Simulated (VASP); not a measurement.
Here is a VASP 6.6.1 calculation.

The input INCAR:

```
SYSTEM = CuO
PREC     = Accurate       ! precision mode
ENCUT    = 520            ! plane-wave cutoff, eV
EDIFF    = 1E-6           ! SCF threshold, eV
ISMEAR   = -1             ! smearing method
SIGMA    = 0.05           ! smearing width, eV
LREAL    = .FALSE.        ! projectors in reciprocal space
LASPH    = .TRUE.         ! aspherical terms in the spheres
NELM     = 100            ! most SCF steps
ALGO     = Normal         ! electronic algorithm
ISIF     = 2              ! what is computed and relaxed
LWAVE    = .FALSE.        ! write WAVECAR
LCHARG   = .FALSE.        ! write CHGCAR
GGA      = PS             ! functional
NBANDS   = 25             ! bands
```

The input KPOINTS:

```
regular mesh
0
G
  8 8 4
  0 0 0
```

The input POSCAR:

```
CuO
1.0
    2.0411298178     -2.0439300400      0.1619124343
    2.0411298178      2.0439300400      0.1619124343
   -0.3997686188      0.0000000000      5.0790251701
Cu O
2 2
Direct
    0.4942465359     -0.0057487704      0.5018505096
   -0.0057487704      0.4942465359      0.0018505096
    0.4944068702      0.4940953643      0.7518494904
    0.4940953643      0.4944068702      0.2518494904
```

Potentials or basis: VASP PAW PBE potentials, release 64 (Cu, O).

The run is started by

```sh
$ cat potpaw_PBE.64/Cu/POTCAR potpaw_PBE.64/O/POTCAR > POTCAR
$ mpirun -np 1 vasp_std > vasp.out
```

**Question.** Predict the pressure.

**Answer.** 0.7 GPa.

**Question.** Estimate the band gap on the k mesh.

**Answer.** Zero (band 17 reaches 5.92 eV, above the bottom of band 18 at 4.71 eV).

Stress tensor (GPa, compression positive):
```
 0.57  0.00 -0.04
 0.00  0.58  0.00
-0.04  0.00  1.00
```

Caveat: the PAW data sets were made with another functional, which shifts forces and pressure a little; semilocal functionals often make such compounds metallic where correlation or magnetic order opens a gap, which also shifts bond lengths. With open d or f shells a metallic result of PBEsol can be an artefact of self-interaction; +U or a hybrid may open a gap.
